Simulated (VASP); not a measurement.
# TaN (P6/mmm) in VASP: further runs

Runs on TaN. Level: PBEsol. Tasks: single point.

All numbers are computed with VASP 6.6.1; they aren't measurements. Logs are shortened: lines on timing, memory, paths and dates and some standing lists are left out, and cuts for length are marked.

### 1 The cell of the first run

Symmetry: P6/mmm, No. 191, hexagonal system. Conventional cell: a = 5.495 Å, b = 5.495 Å, c = 2.605 Å, α = 90.00°, β = 90.00°, γ = 120.00°. Ta (site symmetry 6/mmm) has 14 Ta at 2.61 to 3.43 Å and 6 N at 2.75 Å within 3.5 Å. Within 2.7 Å of Ta (site symmetry -6m2) lie 6 N at 2.05 Å and 2 Ta at 2.61 Å. N (site symmetry mmm) has 6 Ta at 2.05 to 2.75 Å and 6 N at 2.61 to 2.75 Å within 2.8 Å.

### 2 Single point, PBEsol

INCAR reads:

```
  PREC = Accurate
  ENCUT = 520
  EDIFF = 1E-7
  ISMEAR = 0
  SIGMA = 0.15
  LREAL = False
  LASPH = True
  NELM = 100
  ALGO = Normal
  ISIF = 2
  LWAVE = False
  LCHARG = True
  GGA = PS
  LELF = True
  LVHAR = True
  NBANDS = 33
```

KPOINTS reads:

```
Automatic mesh
0
Gamma
  12 12 18
```

POSCAR reads:

```
TaN
1.0
    5.4948421262      0.0000000000      0.0000000000
   -2.7474210631      4.7586728711      0.0000000000
    0.0000000000      0.0000000000      2.6054386550
Ta N
3 3
Direct
    0.0000000000      0.0000000000      0.0000000000
    0.3333333333      0.6666666667      0.5000000000
    0.6666666667      0.3333333333      0.5000000000
    0.5000000000      0.0000000000      0.0000000000
    0.5000000000      0.5000000000      0.0000000000
    0.0000000000      0.5000000000      0.0000000000
```

Potentials or basis: VASP PAW PBE potentials, release 64 (Ta_pv, N).

Command:

```
$ cat potpaw_PBE.64/Ta_pv/POTCAR potpaw_PBE.64/N/POTCAR > POTCAR
$ mpirun -np 1 vasp_std > vasp.out
```

OUTCAR:

```text
PREC = Accurate
   ENCUT = 520
   EDIFF = 1E-7
   ISMEAR = 0
   LREAL = False
   LASPH = True
   NELM = 100
   ISIF = 2
   GGA = PS

 ion  position               nearest neighbor table
   1  0.000  0.000  0.000-   2 3.43   3 3.43   2 3.43   3 3.43   3 3.43   3 3.43   2 3.43   2 3.43
                             3 3.43   3 3.43   2 3.43   2 3.43
   2  0.333  0.667  0.500-   6 2.05   6 2.05   4 2.05   4 2.05   5 2.05   5 2.05   3 3.17   3 3.17
                             3 3.17   1 3.43   1 3.43   1 3.43   1 3.43   1 3.43   1 3.43
   3  0.667  0.333  0.500-   6 2.05   6 2.05   4 2.05   4 2.05   5 2.05   5 2.05   2 3.17   2 3.17
                             2 3.17   1 3.43   1 3.43   1 3.43   1 3.43   1 3.43   1 3.43
   4  0.500  0.000  0.000-   2 2.05   3 2.05   2 2.05   3 2.05
   5  0.500  0.500  0.000-   2 2.05   3 2.05   2 2.05   3 2.05
   6  0.000  0.500  0.000-   2 2.05   3 2.05   2 2.05   3 2.05

  LATTYP: Found a hexagonal cell.
 ALAT       =     5.4948421262
 C/A-ratio  =     0.4741607848

  Lattice vectors:

 A1 = (   5.4948421262,   0.0000000000,   0.0000000000)
 A2 = (  -2.7474210631,   4.7586728711,   0.0000000000)
 A3 = (   0.0000000000,   0.0000000000,   2.6054386550)

Analysis of symmetry for initial positions (statically):
=====================================================================
 Subroutine PRICEL returns:
 Original cell was already a primitive cell.

 Routine SETGRP: Setting up the symmetry group for a
 hexagonal supercell.

 Subroutine GETGRP returns: Found 24 space group operations
 (whereof 24 operations were pure point group operations)
 out of a pool of 24 trial point group operations.

The static configuration has the point symmetry D_6h.

Analysis of symmetry for dynamics (positions and initial velocities):
=====================================================================
 Subroutine PRICEL returns:
 Original cell was already a primitive cell.

 Routine SETGRP: Setting up the symmetry group for a
 hexagonal supercell.

 Subroutine GETGRP returns: Found 24 space group operations
 (whereof 24 operations were pure point group operations)
 out of a pool of 24 trial point group operations.

The dynamic configuration has the point symmetry D_6h.

 Subroutine INISYM returns: Found 24 space group operations
 (whereof 24 operations are pure point group operations),
 and found     1 'primitive' translations

----------------------------------------------------------------------------------------

                                     Primitive cell

  volume of cell :      68.1274

  direct lattice vectors                    reciprocal lattice vectors
     5.494842126  0.000000000  0.000000000     0.181988850  0.105071312  0.000000000
    -2.747421063  4.758672871  0.000000000     0.000000000  0.210142623  0.000000000
     0.000000000  0.000000000  2.605438655     0.000000000  0.000000000  0.383812529

  length of vectors
     5.494842126  5.494842126  2.605438655     0.210142623  0.210142623  0.383812529

  position of ions in fractional coordinates (direct lattice)
     0.000000000  0.000000000  0.000000000
     0.333333333  0.666666667  0.500000000
     0.666666667  0.333333333  0.500000000
     0.500000000  0.000000000  0.000000000
     0.500000000  0.500000000  0.000000000
     1.000000000  0.500000000  0.000000000

  ion indices of the primitive-cell ions
   primitive index   ion index
                 1           1
                 2           2
                 3           3
                 4           4
                 5           5
                 6           6

----------------------------------------------------------------------------------------

 KPOINTS: Automatic mesh

Automatic generation of k-mesh.
 Grid dimensions read from file:
 generate k-points for:   12   12   18

 Generating k-lattice:

  Cartesian coordinates                     Fractional coordinates (reciprocal lattice)
     0.015165738  0.008755943  0.000000000     0.083333333 -0.000000000  0.000000000
     0.000000000  0.017511885  0.000000000     0.000000000  0.083333333  0.000000000
     0.000000000  0.000000000  0.021322918     0.000000000  0.000000000  0.055555556

  Length of vectors
     0.017511885  0.017511885  0.021322918

  Shift w.r.t. Gamma in fractional coordinates (k-lattice)
     0.000000000  0.000000000  0.000000000

 Subroutine IBZKPT returns following result:
 ===========================================

 Found    190 irreducible k-points:

 Following reciprocal coordinates:
            Coordinates               Weight
  0.000000  0.000000  0.000000      1.000000
  0.083333  0.000000  0.000000      6.000000
  0.166667  0.000000  0.000000      6.000000
  0.250000  0.000000  0.000000      6.000000
  0.333333  0.000000  0.000000      6.000000
  0.416667  0.000000  0.000000      6.000000
[... 16 lines left out ...]
  0.250000  0.000000  0.055556     12.000000
  0.333333  0.000000  0.055556     12.000000
 [... further k-points ...]
   k-points           NKPTS =    190   k-points in BZ     NKDIM =    190   number of bands    NBANDS=     33
   number of dos      NEDOS =    301   number of ions     NIONS =      6
   total plane-waves  NPLWV =  35280
   dimension x,y,z NGX =    42 NGY =   42 NGZ =   20
   dimension x,y,z NGXF=    84 NGYF=   84 NGZF=   40
   ions per type =               3   3
   NGX,Y,Z   is equivalent  to a cutoff of  12.71, 12.71, 12.76 a.u.
   NGXF,Y,Z  is equivalent  to a cutoff of  25.41, 25.41, 25.52 a.u.
 SYSTEM =  unknown system
   PREC   = accura    normal or accurate (medium, high low for compatibility)
   ISTART =      0    job   : 0-new  1-cont  2-samecut
   ICHARG =      2    charge: 1-file 2-atom 10-const
   ISPIN  =      1    spin polarized calculation?
   LNONCOLLINEAR =      F non collinear calculations
   LSORBIT =      F    spin-orbit coupling
   LASPH  =      T    aspherical Exc in radial PAW
   ENCUT  =  520.0 eV  38.22 Ry    6.18 a.u.  10.22 10.22  4.84*2*pi/ulx,y,z
   NELM   =    100;   NELMIN=  2; NELMDL= -5     # of ELM steps
   EDIFF  = 0.1E-06   stopping-criterion for ELM
   LREAL  =      F    real-space projection
   EDIFFG = 0.1E-05   stopping-criterion for IOM
   NSW    =      0    number of steps for IOM
   IBRION =     -1    ionic relax: 0-MD 1-quasi-New 2-CG
   NFREE  =      0    steps in history (QN), initial steepest desc. (CG)
   ISIF   =      2    stress and relaxation
   ISYM   =      2    0-nonsym 1-usesym 2-fastsym
   POTIM  = 0.5000    time-step for ionic-motion
   TEBEG  =    0.0;   TEEND  =   0.0 temperature during run
   PSTRESS=    0.0 pullay stress
   NELECT =      48.0000    total number of electrons
   NUPDOWN=      -1.0000    fix difference up-down
   EMIN   =  10.00;   EMAX   =-10.00  energy-range for DOS
   EFERMI =   0.00;   METHOD = LEGACY
   ISMEAR =     0;   SIGMA  =   0.15  broadening in eV -4-tet -1-fermi 0-gaus
   EFERMI_NEDOS =   21; number of points for ismear=-14 and -15
   IALGO  =     38    algorithm
   IMIX   =      4    mixing-type and parameters
     AMIX     =   0.40;   BMIX     =  1.00
     AMIX_MAG =   1.60;   BMIX_MAG =  1.00
  volume/ion in A,a.u.               =      11.35        76.62
  Fermi-wavevector in a.u.,A,eV,Ry     =   1.456737  2.752835 28.872704  2.122084
  Thomas-Fermi vector in A             =   2.573621
   LORBIT       =      0    0 simple, 1 ext, 2 COOP (PROOUT), +10 PAW based schemes
   GGA     = PS    functional components
   LHFCALC =     F    Hartree Fock is set to
   AEXX    =    0.0000 exact exchange contribution
   IVDW    =     0    specifies the selected vdW correction
   LEPSILON=     F    determine dielectric tensor
   LRPA    =     F    only Hartree local field effects (RPA)
 non-spin polarized calculation
 Gauss-broadening in eV      SIGMA  =   0.15
  energy-cutoff  :      520.00
  volume of cell :       68.13
 maximum number of plane-waves:      1872
 NGX is ok and might be reduce to    42

 number of electron      47.9999991 magnetization

 Free energy of the ion-electron system (eV)
  ---------------------------------------------------
  ext. energy  EPLUGINS =         0.00000000
  ---------------------------------------------------
  free energy    TOTEN  =       -66.74235422 eV

  energy without entropy =      -66.72903220  energy(sigma->0) =      -66.73569321

 E-fermi :   7.9120     XC(G=0): -13.0970

 val. band max:        7.9057089817   @ k =   0.1667   0.0833   0.0000
 cond. band min:       7.9206135540   @ k =   0.0833   0.0000   0.1111
 fundamental gap:      0.0149045723
 Fermi energy:         7.9120443848

 k-point     1 :       0.0000    0.0000    0.0000
  band No.  band energies     occupation
      1     -28.1181      2.00000
      2     -28.1181      2.00000
      3     -27.7993      2.00000
      4     -27.7993      2.00000
      5     -27.4201      2.00000
      6     -27.4201      2.00000
[... 25 lines left out ...]
     32      12.2198      0.00000
     33      12.2214      0.00000

 k-point     2 :       0.0833    0.0000    0.0000
  band No.  band energies     occupation
      1     -28.1215      2.00000
      2     -28.1155      2.00000
      3     -27.7984      2.00000
      4     -27.7951      2.00000
      5     -27.4242      2.00000
      6     -27.4207      2.00000
[... 25 lines left out ...]
     32      12.2041      0.00000
     33      12.2312      0.00000
[... 754 lines left out ...]
     32      11.5360      0.00000
     33      12.0896      0.00000

 k-point    24 :       0.3333    0.0000    0.0556
  band No.  band energies     occupation
      1     -28.1419      2.00000
      2     -28.0545      2.00000
      3     -27.8219      2.00000
      4     -27.7468      2.00000
      5     -27.4429      2.00000
      6     -27.4216      2.00000
[... 25 lines left out ...]
     32      11.3428      0.00000
     33      12.3660      0.00000

 [... further k-points ...]

------------------------ aborting loop because EDIFF is reached ----------------------------------------

  FORCE on cell =-STRESS in cart. coord.  units (eV):
  Direction    XX          YY          ZZ          XY          YZ          ZX
  --------------------------------------------------------------------------------------
  -------------------------------------------------------------------------------------
  Total       -3.8496043     -3.8496043     33.4321316      0.0000000     -0.0000000      0.0000000
  in kB      -90.5325490    -90.5325490    786.2356419      0.0000000     -0.0000000      0.0000000
  external PRESSURE =     201.7235146 kB  Pullay stress =       0.0000000 kB

 VOLUME and BASIS-vectors are now :
 -----------------------------------------------------------------------------
  energy-cutoff  :      520.00
  volume of cell :       68.13
      direct lattice vectors                 reciprocal lattice vectors
     5.494842126  0.000000000  0.000000000     0.181988850  0.105071312  0.000000000
    -2.747421063  4.758672871  0.000000000     0.000000000  0.210142623  0.000000000
     0.000000000  0.000000000  2.605438655     0.000000000  0.000000000  0.383812529

 POSITION                                       TOTAL-FORCE (eV/Angst)
 -----------------------------------------------------------------------------------
      0.00000      0.00000      0.00000         0.000000      0.000000     -0.000000
     -0.00000      3.17245      1.30272         0.000000     -0.000000      0.000000
      2.74742      1.58622      1.30272        -0.000000      0.000000     -0.000000
      2.74742      0.00000      0.00000         0.000000      0.000000     -0.000000
      1.37371      2.37934      0.00000         0.000000      0.000000     -0.000000
     -1.37371      2.37934      0.00000         0.000000      0.000000     -0.000000
 -----------------------------------------------------------------------------------
    total drift:                               -0.000000      0.000000     -0.000000

  FREE ENERGIE OF THE ION-ELECTRON SYSTEM (eV)
  ---------------------------------------------------
  free  energy   TOTEN  =       -66.7423542158 eV

  energy  without entropy=      -66.7290321984  energy(sigma->0) =      -66.73569321
```

It took 3.5 min on 1 thread of AMD EPYC 9R45 (Zen 5), shared host; peak memory 0.4 GiB.

Results:

```yaml
Free_energy: -66.7424 eV
Pressure: 20.2 GPa
Band_gap_on_the_k_mesh: zero (bands 24 and 25 overlap by 2.72 eV)
```

Caveat: the cell stands under pressure; the PAW data sets were made with another functional, which shifts forces and pressure a little; spin-orbit coupling is left out, which moves the levels of the heavy elements.

### 3 Single point, PBEsol

This run uses another cell than the first one, of the same volume but with other edges.

INCAR reads:

```
  PREC = Accurate
  ENCUT = 520
  EDIFF = 1E-6
  ISMEAR = 0
  SIGMA = 0.15
  LREAL = F
  LASPH = T
  NELM = 80
  ALGO = Normal
  ISIF = 2
  LWAVE = F
  LCHARG = F
  GGA = PS
  NBANDS = 33
```

KPOINTS is that of step 2.

Edit POSCAR of step 2 so:

```diff
@@ -2,5 +2,5 @@
 1.0
-    5.4948421262      0.0000000000      0.0000000000
-   -2.7474210631      4.7586728711      0.0000000000
-    0.0000000000      0.0000000000      2.6054386550
+    4.8981766726      0.0000000000      0.0000000000
+   -2.4490883363      4.2419454307      0.0000000000
+    0.0000000000      0.0000000000      3.2788564168
 Ta N
```

Potentials or basis: VASP PAW PBE potentials, release 64 (Ta_pv, N).

Command:

```
$ cat potpaw_PBE.64/Ta_pv/POTCAR potpaw_PBE.64/N/POTCAR > POTCAR
$ mpirun -np 1 vasp_std > vasp.out
```

Wall time 2.7 min (1 thread of AMD EPYC 9R45 (Zen 5), shared host); peak memory 0.39 GiB.

The run converged. Its results:

```yaml
Free_energy: -67.1658 eV
Pressure: -8.8 GPa
Band_gap_on_the_k_mesh: zero (bands 24 and 25 overlap by 1.08 eV)
```

Stress tensor (GPa, compression positive):
```
  9.23   0.00   0.00
  0.00   9.23   0.00
  0.00   0.00 -44.86
```

Levels at points of the mesh, in eV from the Fermi level:
| k point | band 20 | band 21 | band 22 | band 23 | band 24 | band 25 | band 26 | band 27 | band 28 | band 29 |
| --- | --- | --- | --- | --- | --- | --- | --- | --- | --- | --- |
| (0.00, 0.00, 0.00) | -1.34 | -1.34 | -1.34 | -0.80 | -0.79 | -0.79 | -0.51 | -0.51 | 1.86 | 1.86 |
| (0.50, 0.00, 0.00) | -5.08 | -3.42 | -1.73 | -1.04 | -0.09 | 1.00 | 1.02 | 1.19 | 1.66 | 1.77 |
| (0.00, 0.00, 0.50) | -3.84 | -1.40 | -1.40 | -1.07 | -0.91 | 1.05 | 1.05 | 2.34 | 3.12 | 3.12 |
| (0.50, 0.00, 0.50) | -3.95 | -3.20 | -2.90 | -2.21 | -0.71 | 1.07 | 1.51 | 1.53 | 1.58 | 3.52 |

Caveat: the cell stands under tension; the PAW data sets were made with another functional, which shifts forces and pressure a little; spin-orbit coupling is left out, which moves the levels of the heavy elements.

(Continued in part 2 of 2.)
